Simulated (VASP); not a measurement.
Input of a VASP 6.6.1 run:

INCAR

```
SYSTEM = TaN
PREC = Accurate ; ENCUT = 520
EDIFF = 1E-6 ; ISMEAR = 0
SIGMA = 0.15 ; LREAL = .False.
LASPH = .True. ; NELM = 80
ALGO = Normal ; ISIF = 2
LWAVE = .False. ; LCHARG = .True.
GGA = PS ; LELF = .True.
LVHAR = .True. ; NBANDS = 15
```

Contents of KPOINTS:

```
Automatic mesh
0
Gamma
  18 18 16
  0 0 0
```

Contents of POSCAR:

```
TaN
1.0
    2.7778000000      0.0000000000      0.0000000000
   -1.3889000000      2.4056453666      0.0000000000
    0.0000000000      0.0000000000      2.9066000000
Ta N
1 1
Direct
    0.3333333333      0.6666666667      0.5000000000
    0.0000000000      0.0000000000      0.0000000000
```

Potentials or basis: VASP PAW PBE potentials, release 64 (Ta_pv, N).

The run is started by

```sh
$ cat potpaw_PBE.64/Ta_pv/POTCAR potpaw_PBE.64/N/POTCAR > POTCAR
$ mpirun -np 1 vasp_std > vasp.out
```

Estimate the band gap on the k mesh.

zero (band 8 reaches 9.50 eV, above the bottom of band 9 at 8.98 eV).

What does it give for the pressure?

39.7 GPa.

Stress tensor (GPa, compression positive):
```
54.26  0.00  0.00
 0.00 54.26  0.00
 0.00  0.00 10.46
```

Caveat: the PAW data sets were made with another functional, which shifts forces and pressure a little; spin-orbit coupling is left out, which moves the levels of the heavy elements.
